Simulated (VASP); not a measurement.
# SiNi (Pmmn) in VASP: further runs

The runs below take SiNi through single point, with PBE.

Everything below comes from runs of VASP 6.6.1. Logs are shortened: lines on timing, memory, paths and dates and some standing lists are left out, and cuts for length are marked.

### 1 The cell of the first run

It takes space group Pmmn (No. 59, orthorhombic). The conventional cell has a = 3.027 Å, b = 3.273 Å, c = 4.698 Å, α = 90.00°, β = 90.00°, γ = 90.00°. Ni (site symmetry mm2) has 6 Si at 2.34 to 2.40 Å and 6 Ni at 2.67 to 3.03 Å within 3.1 Å. Si (site symmetry mm2) has 6 Ni at 2.34 to 2.40 Å and 6 Si at 2.68 to 3.03 Å within 3.1 Å.

### 2 Single point, PBE, collinear spin, antiferromagnetic start

INCAR

```
SYSTEM = SiNi
ALGO = Normal ; EDIFF = 1E-7
ENCUT = 520 ; GGA = PE
ISIF = 2 ; ISMEAR = 0
ISPIN = 2 ; LASPH = .TRUE.
LCHARG = .FALSE. ; LMAXMIX = 4
LORBIT = 11 ; LREAL = .FALSE.
LWAVE = .FALSE. ; MAGMOM = 2 -2 0 0
NBANDS = 26 ; NELM = 150
PREC = Accurate ; SIGMA = 0.05
```

KPOINTS

```
k-points
0
G
  9 9 6
  0 0 0
```

POSCAR

```
SiNi
1.0
    3.0266200000      0.0000000000      0.0000000000
    0.0000000000      3.2735000000      0.0000000000
    0.0000000000      0.0000000000      4.6977600000
Ni Si
2 2
Direct
    0.5000000000      0.5000000000      0.3442200000
    0.0000000000      0.0000000000      0.6557800000
    0.5000000000      0.5000000000      0.8423000000
    0.0000000000      0.0000000000      0.1577000000
```

Potentials or basis: VASP PAW PBE potentials, release 64 (Ni, Si).

The run is started by

```bash
$ cat potpaw_PBE.64/Ni/POTCAR potpaw_PBE.64/Si/POTCAR > POTCAR
$ mpirun -np 1 vasp_std > vasp.out
```

OUTCAR:

```text
SYSTEM = SiNi
   EDIFF = 1E-7
   ENCUT = 520
   GGA = PE
   ISIF = 2
   ISMEAR = 0
   ISPIN = 2
   LASPH = .TRUE.
   LORBIT = 11
   LREAL = .FALSE.
   NELM = 150
   PREC = Accurate

 ion  position               nearest neighbor table
   1  0.500  0.500  0.344-   3 2.34   3 2.36   4 2.40   4 2.40   4 2.40   4 2.40   2 2.67   2 2.67
                             2 2.67   2 2.67
   2  0.000  0.000  0.656-   4 2.34   4 2.36   3 2.40   3 2.40   3 2.40   3 2.40   1 2.67   1 2.67
                             1 2.67   1 2.67
   3  0.500  0.500  0.842-   1 2.34   1 2.36   2 2.40   2 2.40   2 2.40   2 2.40   4 2.68   4 2.68
                             4 2.68   4 2.68
   4  0.000  0.000  0.158-   2 2.34   2 2.36   1 2.40   1 2.40   1 2.40   1 2.40   3 2.68   3 2.68
                             3 2.68   3 2.68

  LATTYP: Found a simple orthorhombic cell.
 ALAT       =     3.0266200000
 B/A-ratio  =     1.0815695396
 C/A-ratio  =     1.5521472798

  Lattice vectors:

 A1 = (   3.0266200000,   0.0000000000,   0.0000000000)
 A2 = (   0.0000000000,   3.2735000000,   0.0000000000)
 A3 = (   0.0000000000,   0.0000000000,   4.6977600000)

Analysis of symmetry for initial positions (statically):
=====================================================================
 Subroutine PRICEL returns:
 Original cell was already a primitive cell.

 Routine SETGRP: Setting up the symmetry group for a
 simple orthorhombic supercell.

 Subroutine GETGRP returns: Found  8 space group operations
 (whereof  4 operations were pure point group operations)
 out of a pool of  8 trial point group operations.

The static configuration has the point symmetry C_2v.
 The point group associated with its full space group is D_2h.

Analysis of symmetry for dynamics (positions and initial velocities):
=====================================================================
 Subroutine PRICEL returns:
 Original cell was already a primitive cell.

 Routine SETGRP: Setting up the symmetry group for a
 simple orthorhombic supercell.

 Subroutine GETGRP returns: Found  8 space group operations
 (whereof  4 operations were pure point group operations)
 out of a pool of  8 trial point group operations.

The dynamic configuration has the point symmetry C_2v.
 The point group associated with its full space group is D_2h.

Analysis of structural, dynamic, and magnetic symmetry:
=====================================================================
 Subroutine PRICEL returns:
 Original cell was already a primitive cell.

 Routine SETGRP: Setting up the symmetry group for a
 simple orthorhombic supercell.

 Subroutine GETGRP returns: Found  8 space group operations
 (whereof  4 operations were pure point group operations)
 out of a pool of  8 trial point group operations.

The overall configuration has the point symmetry C_2v.
 The point group associated with its full space group is D_2h.

 Subroutine INISYM returns: Found  8 space group operations
 (whereof  4 operations are pure point group operations),
 and found     1 'primitive' translations

----------------------------------------------------------------------------------------

                                     Primitive cell

  volume of cell :      46.5437

  direct lattice vectors                    reciprocal lattice vectors
     3.026620000  0.000000000  0.000000000     0.330401570  0.000000000  0.000000000
     0.000000000  3.273500000  0.000000000     0.000000000  0.305483428  0.000000000
     0.000000000  0.000000000  4.697760000     0.000000000  0.000000000  0.212867409

  length of vectors
     3.026620000  3.273500000  4.697760000     0.330401570  0.305483428  0.212867409

  position of ions in fractional coordinates (direct lattice)
     0.500000000  0.500000000  0.344220000
     0.000000000  0.000000000  0.655780000
     0.500000000  0.500000000  0.842300000
     0.000000000  0.000000000  0.157700000

  ion indices of the primitive-cell ions
   primitive index   ion index
                 1           1
                 2           2
                 3           3
                 4           4

----------------------------------------------------------------------------------------

 KPOINTS: k-points

Automatic generation of k-mesh.
 Grid dimensions read from file:
 generate k-points for:    9    9    6

 Generating k-lattice:

  Cartesian coordinates                     Fractional coordinates (reciprocal lattice)
     0.036711286  0.000000000  0.000000000     0.111111111  0.000000000  0.000000000
     0.000000000  0.033942603  0.000000000     0.000000000  0.111111111  0.000000000
     0.000000000  0.000000000  0.035477902     0.000000000  0.000000000  0.166666667

  Length of vectors
     0.036711286  0.033942603  0.035477902

  Shift w.r.t. Gamma in fractional coordinates (k-lattice)
     0.000000000  0.000000000  0.000000000

 Subroutine IBZKPT returns following result:
 ===========================================

 Found    100 irreducible k-points:

 Following reciprocal coordinates:
            Coordinates               Weight
  0.000000  0.000000  0.000000      1.000000
  0.111111  0.000000  0.000000      2.000000
  0.222222  0.000000  0.000000      2.000000
  0.333333  0.000000  0.000000      2.000000
  0.444444  0.000000  0.000000      2.000000
  0.000000  0.111111  0.000000      2.000000
[... 16 lines left out ...]
  0.222222  0.444444  0.000000      4.000000
  0.333333  0.444444  0.000000      4.000000
 [... further k-points ...]
   k-points           NKPTS =    100   k-points in BZ     NKDIM =    100   number of bands    NBANDS=     26
   number of dos      NEDOS =    301   number of ions     NIONS =      4
   total plane-waves  NPLWV =  20736
   dimension x,y,z NGX =    24 NGY =   24 NGZ =   36
   dimension x,y,z NGXF=    48 NGYF=   48 NGZF=   72
   ions per type =               2   2
   NGX,Y,Z   is equivalent  to a cutoff of  13.18, 12.19, 12.74 a.u.
   NGXF,Y,Z  is equivalent  to a cutoff of  26.37, 24.38, 25.48 a.u.
 SYSTEM =  SiNi
   PREC   = accura    normal or accurate (medium, high low for compatibility)
   ISTART =      0    job   : 0-new  1-cont  2-samecut
   ICHARG =      2    charge: 1-file 2-atom 10-const
   ISPIN  =      2    spin polarized calculation?
   LNONCOLLINEAR =      F non collinear calculations
   LSORBIT =      F    spin-orbit coupling
   LASPH  =      T    aspherical Exc in radial PAW
   ENCUT  =  520.0 eV  38.22 Ry    6.18 a.u.   5.63  6.09  8.73*2*pi/ulx,y,z
   NELM   =    150;   NELMIN=  2; NELMDL= -5     # of ELM steps
   EDIFF  = 0.1E-06   stopping-criterion for ELM
   LREAL  =      F    real-space projection
   EDIFFG = 0.1E-05   stopping-criterion for IOM
   NSW    =      0    number of steps for IOM
   IBRION =     -1    ionic relax: 0-MD 1-quasi-New 2-CG
   NFREE  =      0    steps in history (QN), initial steepest desc. (CG)
   ISIF   =      2    stress and relaxation
   ISYM   =      2    0-nonsym 1-usesym 2-fastsym
   POTIM  = 0.5000    time-step for ionic-motion
   TEBEG  =    0.0;   TEEND  =   0.0 temperature during run
   PSTRESS=    0.0 pullay stress
   NELECT =      28.0000    total number of electrons
   NUPDOWN=      -1.0000    fix difference up-down
   EMIN   =  10.00;   EMAX   =-10.00  energy-range for DOS
   EFERMI =   0.00;   METHOD = LEGACY
   ISMEAR =     0;   SIGMA  =   0.05  broadening in eV -4-tet -1-fermi 0-gaus
   EFERMI_NEDOS =   21; number of points for ismear=-14 and -15
   IALGO  =     38    algorithm
   IMIX   =      4    mixing-type and parameters
     AMIX     =   0.40;   BMIX     =  1.00
     AMIX_MAG =   1.60;   BMIX_MAG =  1.00
  volume/ion in A,a.u.               =      11.64        78.52
  Fermi-wavevector in a.u.,A,eV,Ry     =   1.381997  2.611596 25.985987  1.909916
  Thomas-Fermi vector in A             =   2.506729
   LORBIT       =     11    0 simple, 1 ext, 2 COOP (PROOUT), +10 PAW based schemes
   GGA     = PE    functional components
   LHFCALC =     F    Hartree Fock is set to
   AEXX    =    0.0000 exact exchange contribution
   IVDW    =     0    specifies the selected vdW correction
   LEPSILON=     F    determine dielectric tensor
   LRPA    =     F    only Hartree local field effects (RPA)
 spin polarized calculation
 Gauss-broadening in eV      SIGMA  =   0.05
  energy-cutoff  :      520.00
  volume of cell :       46.54
 maximum number of plane-waves:      1269
 NGX is ok and might be reduce to    24
   NGX = 11   NGY = 13   NGZ = 17

 number of electron      28.0000015 magnetization       0.0000000

 number of electron      28.0000015 magnetization      -0.0000000

 Free energy of the ion-electron system (eV)
  ---------------------------------------------------
  ext. energy  EPLUGINS =         0.00000000
  ---------------------------------------------------
  free energy    TOTEN  =       -23.60984870 eV

  energy without entropy =      -23.60775744  energy(sigma->0) =      -23.60880307

 E-fermi :  11.2848     XC(G=0): -12.4564

 val. band max:       11.2763665901   @ k =   0.4444   0.4444   0.3333
 cond. band min:      11.2922592657   @ k =   0.2222   0.2222   0.1667
 fundamental gap:      0.0158926756
 Fermi energy:        11.2847736831

 spin component 1

 k-point     1 :       0.0000    0.0000    0.0000
  band No.  band energies     occupation
      1      -2.5567      1.00000
      2       3.1838      1.00000
      3       4.8355      1.00000
      4       7.1531      1.00000
      5       7.7510      1.00000
      6       8.2945      1.00000
[... 685 lines left out ...]
     25      27.1088      0.00000
     26      28.0832      0.00000

 [... further k-points ...]

 spin component 2

 k-point     1 :       0.0000    0.0000    0.0000
  band No.  band energies     occupation
      1      -2.5567      1.00000
      2       3.1838      1.00000
      3       4.8355      1.00000
      4       7.1531      1.00000
      5       7.7510      1.00000
      6       8.2945      1.00000
[... 685 lines left out ...]
     25      27.1088      0.00000
     26      28.0832      0.00000

 [... further k-points ...]
[... 5 lines left out ...]
  --------------------------------------------------------------------------------------
  -------------------------------------------------------------------------------------
  Total        0.1002802      0.6480569      0.3626717      0.0000000      0.0000000      0.0000000
  in kB        3.4519515     22.3081041     12.4842708      0.0000000      0.0000000      0.0000000
  external PRESSURE =      12.7481088 kB  Pullay stress =       0.0000000 kB

 VOLUME and BASIS-vectors are now :
 -----------------------------------------------------------------------------
  energy-cutoff  :      520.00
  volume of cell :       46.54
      direct lattice vectors                 reciprocal lattice vectors
     3.026620000  0.000000000  0.000000000     0.330401570  0.000000000  0.000000000
     0.000000000  3.273500000  0.000000000     0.000000000  0.305483428  0.000000000
     0.000000000  0.000000000  4.697760000     0.000000000  0.000000000  0.212867409

 POSITION                                       TOTAL-FORCE (eV/Angst)
 -----------------------------------------------------------------------------------
      1.51331      1.63675      1.61706         0.000000      0.000000     -0.122744
      0.00000      0.00000      3.08070         0.000000      0.000000      0.122744
      1.51331      1.63675      3.95692         0.000000      0.000000      0.090740
      0.00000      0.00000      0.74084         0.000000      0.000000     -0.090740
 -----------------------------------------------------------------------------------
    total drift:                                0.000000      0.000000      0.000000

  FREE ENERGIE OF THE ION-ELECTRON SYSTEM (eV)
  ---------------------------------------------------
  free  energy   TOTEN  =       -23.6098487043 eV

  energy  without entropy=      -23.6077574439  energy(sigma->0) =      -23.60880307

 total charge

# of ion       s       p       d       tot
------------------------------------------
    1        0.473   0.597   8.461   9.531
    2        0.473   0.597   8.461   9.531
    3        0.750   0.852   0.000   1.603
    4        0.750   0.852   0.000   1.603
--------------------------------------------------
tot          2.447   2.898  16.922  22.267

 magnetization (x)

# of ion       s       p       d       tot
------------------------------------------
    1       -0.000   0.000  -0.000  -0.000
    2        0.000  -0.000   0.000   0.000
    3        0.000   0.000   0.000   0.000
    4       -0.000  -0.000   0.000  -0.000
--------------------------------------------------
tot          0.000   0.000   0.000   0.000
```

Run time: 2.9 min. Hardware: 1 thread of Intel Xeon 6975P-C, shared host; peak memory 0.29 GiB.

Results:

```
Free energy                                           : -23.6098 eV
Pressure                                              : 1.3 GPa
Largest force                                         : 0.123 eV/Å
Band gap on the k mesh                                : zero (filled and empty bands overlap)
Net moment                                            : 0.00 μB per cell
Valence electrons inside the program's atomic spheres : Ni 9.53; Si 1.60
```

Forces on the atoms (eV/Å):
```
Ni   0.000  0.000 -0.123
Ni   0.000  0.000  0.123
Si   0.000  0.000  0.091
Si   0.000  0.000 -0.091
```

Levels at points of the mesh, in eV from the Fermi level:
Spin up:
```
           k point  band 12  band 13  band 14  band 15  band 16  band 17
(0.00, 0.00, 0.00)    -1.96    -1.96    -1.09     0.74     2.93     5.07
(0.00, 0.00, 0.50)    -2.01     1.24     1.91     2.20     2.50     2.55
```
Spin down:
| k point | band 11 | band 12 | band 13 | band 14 | band 15 | band 16 | band 17 | band 18 |
| --- | --- | --- | --- | --- | --- | --- | --- | --- |
| (0.00, 0.00, 0.00) | -2.33 | -1.96 | -1.96 | -1.09 | 0.74 | 2.93 | 5.07 | 5.33 |
| (0.00, 0.00, 0.50) | -2.68 | -2.01 | 1.24 | 1.91 | 2.20 | 2.50 | 2.55 | 3.60 |

Caveat: the starting moments collapsed, and a magnetic state may lie lower.

(Part 1 of 2 ends here.)
